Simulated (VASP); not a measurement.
Wanted: the native input for a VASP 6.6.1 run.

```
Task                   : single point
Functional             : LDA
Potentials or basis    : VASP PAW LDA potentials, release 64 (Te, Mo_sv)
Cutoff                 : 520 eV
k mesh                 : 12 × 12 × 2
Occupations            : gaussian, width 0.02 eV
Spin                   : no spin polarisation
Dipole correction      : no
Further INCAR settings : ALGO = Normal; EDIFF = 1e-06; NBANDS = 20
```

The structure of Te2Mo lies in POSCAR:

```
Te2Mo
1.0
    3.5705444622      0.0000000000      0.0000000000
   -1.7852722311      3.0921822096      0.0000000000
    0.0000000000      0.0000000000     18.0454056682
Te Mo
2 1
Direct
    0.3333333333      0.6666666667      0.9027158344
    0.3333333333      0.6666666667      0.0972841656
    0.0000000000      0.0000000000      0.0000000000
```

These files were run (other wordings do the same):

INCAR

```
SYSTEM = Te2Mo
PREC = Accurate ; ENCUT = 520
EDIFF = 1E-6 ; ISMEAR = 0
SIGMA = 0.02 ; LREAL = .False.
LASPH = .True. ; NELM = 60
ALGO = Normal ; ISIF = 2
LWAVE = .False. ; LCHARG = .True.
LELF = .True. ; LVHAR = .True.
NBANDS = 20
```

KPOINTS

```
Automatic mesh
0
Gamma
  12 12 2
  0 0 0
```

Potentials or basis: VASP PAW LDA potentials, release 64 (Te, Mo_sv).

The run is started by

```console
$ cat potpaw_LDA.64/Te/POTCAR potpaw_LDA.64/Mo_sv/POTCAR > POTCAR
$ mpirun -np 1 vasp_std > vasp.out
```

Results of the run:

The largest force is 0.062 eV/Å. The band gap on the k mesh is 0.99 eV, direct.

Caveat: spin-orbit coupling is left out, which moves the levels of the heavy elements.

Run time: 2 min on 1 thread of AMD EPYC 9R45 96-Core Processor (Zen 5), on a shared host, peak memory 0.31 GiB.
